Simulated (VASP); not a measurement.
# AuS2O5 (C2/c) in VASP: single point with PBE

Aim: the single point of AuS2O5 with PBE.

Everything below comes from runs of VASP 6.6.1. Logs are shortened: lines on timing, memory, paths and dates and some standing lists are left out, and cuts for length are marked.

### 1 The cell of the first run

The structure is monoclinic, space group C2/c (No. 15). Conventional cell: a = 12.089 Å, b = 4.753 Å, c = 7.800 Å, α = 90.00°, β = 111.95°, γ = 90.00°. S (site symmetry 1) has 3 O at 1.62 to 1.79 Å within 2.2 Å. Within 2.5 Å of Au (site symmetry -1) lie 4 O at 1.89 to 1.90 Å. Within 2.4 Å of O (site symmetry 2) lie 2 S at 1.79 Å. O (site symmetry 1) has 1 S at 1.62 Å and 1 Au at 1.89 Å within 2.2 Å. Within 2.2 Å of O (site symmetry 1) lie 1 S at 1.63 Å and 1 Au at 1.90 Å.

### 2 Single point, PBE

INCAR reads:

```
SYSTEM = AuS2O5
PREC     = Accurate       ! precision mode
ENCUT    = 520            ! plane-wave cutoff, eV
EDIFF    = 1E-7           ! SCF threshold, eV
ISMEAR   = -1             ! smearing method
SIGMA    = 0.1            ! smearing width, eV
LREAL    = Auto         
LASPH    = .True.         ! aspherical terms in the spheres
NELM     = 80             ! most SCF steps
ALGO     = Normal         ! electronic algorithm
ISIF     = 2              ! what is computed and relaxed
LWAVE    = .False.        ! write WAVECAR
LCHARG   = .False.        ! write CHGCAR
GGA      = PE             ! functional
NBANDS   = 67             ! bands
```

KPOINTS reads:

```
regular mesh
0
Gamma
  5 5 3
  0 0 0
```

POSCAR reads:

```
AuS2O5
1.0
    0.0000000000      4.7529450000      0.0000000000
    6.0447090000     -2.3764720000      0.0000000000
    2.9159090000      0.0000000000     -7.2342190000
S Au O
4 2 10
Direct
    0.2044000000      0.2798000000      0.1701700000
    0.9246000000      0.7202000000      0.3298300000
    0.7956000000      0.7202000000      0.8298300000
    0.0754000000      0.2798000000      0.6701700000
    0.5000000000      0.0000000000      0.5000000000
    0.5000000000      0.0000000000      0.0000000000
    0.8820000000      0.0000000000      0.2500000000
    0.1180000000      0.0000000000      0.7500000000
    0.4009000000      0.2512000000      0.3407000000
    0.1497000000      0.7488000000      0.1593000000
    0.5991000000      0.7488000000      0.6593000000
    0.8503000000      0.2512000000      0.8407000000
    0.3987000000      0.2524000000      0.0126000000
    0.1463000000      0.7476000000      0.4874000000
    0.6013000000      0.7476000000      0.9874000000
    0.8537000000      0.2524000000      0.5126000000
```

Potentials or basis: VASP PAW PBE potentials, release 64 (S, Au, O).

Run with:

```
$ cat potpaw_PBE.64/S/POTCAR potpaw_PBE.64/Au/POTCAR potpaw_PBE.64/O/POTCAR > POTCAR
$ mpirun -np 1 vasp_std > vasp.out
```

OUTCAR:

```text
SYSTEM = AuS2O5
   PREC = Accurate
   ENCUT = 520
   EDIFF = 1E-7
   ISMEAR = -1
   LREAL = Auto
   LASPH = .True.
   NELM = 80
   ISIF = 2
   GGA = PE

 ion  position               nearest neighbor table
   1  0.204  0.280  0.170-   9 1.62  13 1.63   7 1.79
   2  0.925  0.720  0.330-  10 1.62  14 1.63   7 1.79
   3  0.796  0.720  0.830-  11 1.62  15 1.63   8 1.79
   4  0.075  0.280  0.670-  12 1.62  16 1.63   8 1.79
   5  0.500  0.000  0.500-   9 1.89  11 1.89  14 1.90  16 1.90   7 2.66   8 2.66
   6  0.500  0.000  0.000-  10 1.89  12 1.89  13 1.90  15 1.90   7 2.66   8 2.66
   7  0.882  0.000  0.250-   2 1.79   1 1.79   5 2.66   6 2.66
   8  0.118  0.000  0.750-   4 1.79   3 1.79   5 2.66   6 2.66
   9  0.401  0.251  0.341-   1 1.62   5 1.89
  10  0.150  0.749  0.159-   2 1.62   6 1.89
  11  0.599  0.749  0.659-   3 1.62   5 1.89
  12  0.850  0.251  0.841-   4 1.62   6 1.89
  13  0.399  0.252  0.013-   1 1.63   6 1.90
  14  0.146  0.748  0.487-   2 1.63   5 1.90
  15  0.601  0.748  0.987-   3 1.63   6 1.90
  16  0.854  0.252  0.513-   4 1.63   5 1.90

  LATTYP: Found a base centered monoclinic cell.
 ALAT       =    12.0894180000
 B/A-ratio  =     0.3931491987
 C/A-ratio  =     0.6451735247
 COS(beta)  =    -0.3738453947

  Lattice vectors:

 A1 = (  -6.0447090000,  -2.3764730000,   0.0000000000)
 A2 = (  -6.0447090000,   2.3764720000,   0.0000000000)
 A3 = (   2.9159090000,   0.0000000000,  -7.2342190000)

Analysis of symmetry for initial positions (statically):
=====================================================================
 Subroutine PRICEL returns:
 Original cell was already a primitive cell.

 Routine SETGRP: Setting up the symmetry group for a
 base centered monoclinic supercell.

 Subroutine GETGRP returns: Found  4 space group operations
 (whereof  2 operations were pure point group operations)
 out of a pool of  4 trial point group operations.

The static configuration has the point symmetry S_2 .
 The point group associated with its full space group is C_2h.

Analysis of symmetry for dynamics (positions and initial velocities):
=====================================================================
 Subroutine PRICEL returns:
 Original cell was already a primitive cell.

 Routine SETGRP: Setting up the symmetry group for a
 base centered monoclinic supercell.

 Subroutine GETGRP returns: Found  4 space group operations
 (whereof  2 operations were pure point group operations)
 out of a pool of  4 trial point group operations.

The dynamic configuration has the point symmetry S_2 .
 The point group associated with its full space group is C_2h.

 Subroutine INISYM returns: Found  4 space group operations
 (whereof  2 operations are pure point group operations),
 and found     1 'primitive' translations

----------------------------------------------------------------------------------------

                                     Primitive cell

  volume of cell :     207.8403

  direct lattice vectors                    reciprocal lattice vectors
     0.000000000  4.752945000  0.000000000     0.082716950  0.210395870  0.033340862
     6.044709000 -2.376472000  0.000000000     0.165433936  0.000000000  0.066681739
     2.915909000  0.000000000 -7.234219000     0.000000000  0.000000000 -0.138231922

  length of vectors
     4.752945000  6.495084762  7.799772422     0.228517241  0.178367153  0.138231922

  position of ions in fractional coordinates (direct lattice)
     0.204400000  0.279800000  0.170170000
     0.924600000  0.720200000  0.329830000
     0.795600000  0.720200000  0.829830000
     0.075400000  0.279800000  0.670170000
     0.500000000  0.000000000  0.500000000
     0.500000000  0.000000000  0.000000000
[... 8 lines left out ...]
     0.601300000  0.747600000  0.987400000
     0.853700000  0.252400000  0.512600000

  ion indices of the primitive-cell ions
   primitive index   ion index
                 1           1
                 2           2
                 3           3
                 4           4
                 5           5
                 6           6
[... 8 lines left out ...]
                15          15
                16          16

----------------------------------------------------------------------------------------

 KPOINTS: regular mesh

Automatic generation of k-mesh.
 Grid dimensions read from file:
 generate k-points for:    5    5    3

 Generating k-lattice:

  Cartesian coordinates                     Fractional coordinates (reciprocal lattice)
     0.016543390  0.042079174  0.006668172     0.200000000  0.000000000  0.000000000
     0.033086787  0.000000000  0.013336348     0.000000000  0.200000000  0.000000000
     0.000000000  0.000000000 -0.046077307     0.000000000  0.000000000  0.333333333

  Length of vectors
     0.045703448  0.035673431  0.046077307

  Shift w.r.t. Gamma in fractional coordinates (k-lattice)
     0.000000000  0.000000000  0.000000000

 Subroutine IBZKPT returns following result:
 ===========================================

 Found     24 irreducible k-points:

 Following reciprocal coordinates:
            Coordinates               Weight
  0.000000  0.000000  0.000000      1.000000
  0.200000  0.000000 -0.000000      4.000000
  0.400000 -0.000000 -0.000000      4.000000
  0.000000  0.200000  0.000000      2.000000
  0.200000  0.200000  0.000000      4.000000
  0.400000  0.200000 -0.000000      4.000000
[... 16 lines left out ...]
  0.200000 -0.400000  0.333333      4.000000
  0.000000 -0.200000  0.333333      2.000000
   k-points           NKPTS =     24   k-points in BZ     NKDIM =     24   number of bands    NBANDS=     67
   number of dos      NEDOS =    301   number of ions     NIONS =     16
   total plane-waves  NPLWV = 103680
   dimension x,y,z NGX =    36 NGY =   48 NGZ =   60
   dimension x,y,z NGXF=    72 NGYF=   96 NGZF=  120
   ions per type =               4   2  10
   NGX,Y,Z   is equivalent  to a cutoff of  12.59, 12.29, 12.79 a.u.
   NGXF,Y,Z  is equivalent  to a cutoff of  25.18, 24.57, 25.58 a.u.
 SYSTEM =  AuS2O5
   PREC   = accura    normal or accurate (medium, high low for compatibility)
   ISTART =      0    job   : 0-new  1-cont  2-samecut
   ICHARG =      2    charge: 1-file 2-atom 10-const
   ISPIN  =      1    spin polarized calculation?
   LNONCOLLINEAR =      F non collinear calculations
   LSORBIT =      F    spin-orbit coupling
   LASPH  =      T    aspherical Exc in radial PAW
   ENCUT  =  520.0 eV  38.22 Ry    6.18 a.u.   8.84 12.08 14.50*2*pi/ulx,y,z
   NELM   =     80;   NELMIN=  2; NELMDL= -5     # of ELM steps
   EDIFF  = 0.1E-06   stopping-criterion for ELM
   LREAL  =      T    real-space projection
   EDIFFG = 0.1E-05   stopping-criterion for IOM
   NSW    =      0    number of steps for IOM
   IBRION =     -1    ionic relax: 0-MD 1-quasi-New 2-CG
   NFREE  =      0    steps in history (QN), initial steepest desc. (CG)
   ISIF   =      2    stress and relaxation
   ISYM   =      2    0-nonsym 1-usesym 2-fastsym
   POTIM  = 0.5000    time-step for ionic-motion
   TEBEG  =    0.0;   TEEND  =   0.0 temperature during run
   PSTRESS=    0.0 pullay stress
   NELECT =     106.0000    total number of electrons
   NUPDOWN=      -1.0000    fix difference up-down
   EMIN   =  10.00;   EMAX   =-10.00  energy-range for DOS
   EFERMI =   0.00;   METHOD = LEGACY
   ISMEAR =    -1;   SIGMA  =   0.10  broadening in eV -4-tet -1-fermi 0-gaus
   EFERMI_NEDOS =   21; number of points for ismear=-14 and -15
   IALGO  =     38    algorithm
   IMIX   =      4    mixing-type and parameters
     AMIX     =   0.40;   BMIX     =  1.00
     AMIX_MAG =   1.60;   BMIX_MAG =  1.00
  volume/ion in A,a.u.               =      12.99        87.66
  Fermi-wavevector in a.u.,A,eV,Ry     =   1.307977  2.471719 23.276906  1.710804
  Thomas-Fermi vector in A             =   2.438675
   LORBIT       =      0    0 simple, 1 ext, 2 COOP (PROOUT), +10 PAW based schemes
   GGA     = PE    functional components
   LHFCALC =     F    Hartree Fock is set to
   AEXX    =    0.0000 exact exchange contribution
   IVDW    =     0    specifies the selected vdW correction
   LEPSILON=     F    determine dielectric tensor
   LRPA    =     F    only Hartree local field effects (RPA)
 non-spin polarized calculation
  energy-cutoff  :      520.00
  volume of cell :      207.84
 maximum number of plane-waves:      5612
   NGX = 17   NGY = 25   NGZ = 29

 number of electron     106.0000003 magnetization

 Free energy of the ion-electron system (eV)
  ---------------------------------------------------
  ext. energy  EPLUGINS =         0.00000000
  ---------------------------------------------------
  free energy    TOTEN  =       -77.57782239 eV

  energy without entropy =      -77.39834420  energy(sigma->0) =      -77.48808329

 E-fermi :   5.8643     XC(G=0): -10.1166

 val. band max:        5.8338090800   @ k =   0.2000   0.2000   0.3333
 cond. band min:       5.8652889403   @ k =   0.2000   0.4000   0.3333
 fundamental gap:      0.0314798603
 Fermi energy:         5.8642751374

 k-point     1 :       0.0000    0.0000    0.0000
  band No.  band energies     occupation
      1     -18.3905      2.00000
      2     -17.8541      2.00000
      3     -17.3748      2.00000
      4     -17.2361      2.00000
      5     -16.0432      2.00000
      6     -15.5398      2.00000
[... 57 lines left out ...]
     64       9.4011      0.00000
     65       9.4790      0.00000

 k-point     2 :       0.2000    0.0000   -0.0000
  band No.  band energies     occupation
      1     -18.3243      2.00000
      2     -17.8883      2.00000
      3     -17.4017      2.00000
      4     -17.2157      2.00000
      5     -15.9927      2.00000
      6     -15.5964      2.00000
[... 57 lines left out ...]
     64       9.2187      0.00000
     65       9.5176      0.00000

 k-point     3 :       0.4000   -0.0000   -0.0000
  band No.  band energies     occupation
      1     -18.1636      2.00000
      2     -17.9954      2.00000
      3     -17.4363      2.00000
      4     -17.1912      2.00000
      5     -15.8854      2.00000
      6     -15.6786      2.00000
[... 1417 lines left out ...]
     64       9.5511      0.00000
     65       9.7312      0.00000

 k-point    24 :       0.0000   -0.2000    0.3333
  band No.  band energies     occupation
      1     -18.2000      2.00000
      2     -18.0807      2.00000
      3     -17.3970      2.00000
      4     -17.2437      2.00000
      5     -15.8454      2.00000
      6     -15.5839      2.00000
[... 57 lines left out ...]
     64       9.6222      0.00000
     65       9.7677      0.00000
 [bands above 65 left out]

------------------------ aborting loop because EDIFF is reached ----------------------------------------

  FORCE on cell =-STRESS in cart. coord.  units (eV):
  Direction    XX          YY          ZZ          XY          YZ          ZX
  --------------------------------------------------------------------------------------
  -------------------------------------------------------------------------------------
  Total       27.9829616     16.5164226      5.4763514      0.0000027      0.0000011     11.3143350
  in kB      215.7120570    127.3200297     42.2155110      0.0000208      0.0000086     87.2187339
  external PRESSURE =     128.4158659 kB  Pullay stress =       0.0000000 kB

 VOLUME and BASIS-vectors are now :
 -----------------------------------------------------------------------------
  energy-cutoff  :      520.00
  volume of cell :      207.84
      direct lattice vectors                 reciprocal lattice vectors
     0.000000000  4.752945000  0.000000000     0.082716950  0.210395870  0.033340862
     6.044709000 -2.376472000  0.000000000     0.165433936  0.000000000  0.066681739
     2.915909000  0.000000000 -7.234219000     0.000000000  0.000000000 -0.138231922

 POSITION                                       TOTAL-FORCE (eV/Angst)
 -----------------------------------------------------------------------------------
      2.18751      0.30657     -1.23105        -0.920554      2.779480     -0.457369
      5.31515      2.68304     -2.38606         0.920554      2.779481      0.457369
      6.77311      2.06991     -6.00317         0.920554     -2.779480      0.457369
      3.64546     -0.30656     -4.84816        -0.920554     -2.779481     -0.457369
      1.45795      2.37647     -3.61711         0.000000      0.000000      0.000000
      0.00000      2.37647      0.00000         0.000000      0.000000      0.000000
[... 8 lines left out ...]
      7.39819      1.08130     -7.14307        -3.732284      3.748181      1.565452
      3.02038      3.45777     -3.70826         3.732284      3.748181     -1.565452
 -----------------------------------------------------------------------------------
    total drift:                               -0.000000     -0.000000      0.000000

  FREE ENERGIE OF THE ION-ELECTRON SYSTEM (eV)
  ---------------------------------------------------
  free  energy   TOTEN  =       -77.5778223874 eV

  energy  without entropy=      -77.3983441954  energy(sigma->0) =      -77.48808329
```

It took 15 min on 1 thread of Oxide Virtual Turin-like, shared host; peak memory 0.39 GiB.

Results:

```yaml
Free_energy: -77.5778 eV
Pressure: 12.8 GPa
Largest_force: 5.953 eV/Å
Band_gap_on_the_k_mesh: zero (band 53 reaches 5.97 eV, above the bottom of band 54 at 5.92 eV)
```

Forces on the atoms (eV/Å):
```
S   -0.921  2.779 -0.457
S    0.921  2.779  0.457
S    0.921 -2.779  0.457
S   -0.921 -2.779 -0.457
Au   0.000  0.000  0.000
Au   0.000  0.000  0.000
O    0.000  1.752  0.000
O    0.000 -1.752  0.000
O    1.751 -4.016  4.031
O   -1.751 -4.016 -4.031
O   -1.751  4.016 -4.031
O    1.751  4.016  4.031
O    3.732 -3.748 -1.565
O   -3.732 -3.748  1.565
O   -3.732  3.748  1.565
O    3.732  3.748 -1.565
```

Levels at points of the mesh, in eV from the Fermi level:
```csv
k point,band 50,band 51,band 52,band 53,band 54,band 55,band 56,band 57
"(0.00, 0.00, 0.00)",-2.99,-2.46,-2.26,-0.37,0.12,0.13,1.07,1.77
```

Caveat: spin-orbit coupling is left out, which moves the levels of the heavy elements; forces of over 1 eV/Å act on the atoms, so gaps and moduli don't describe the material at rest.
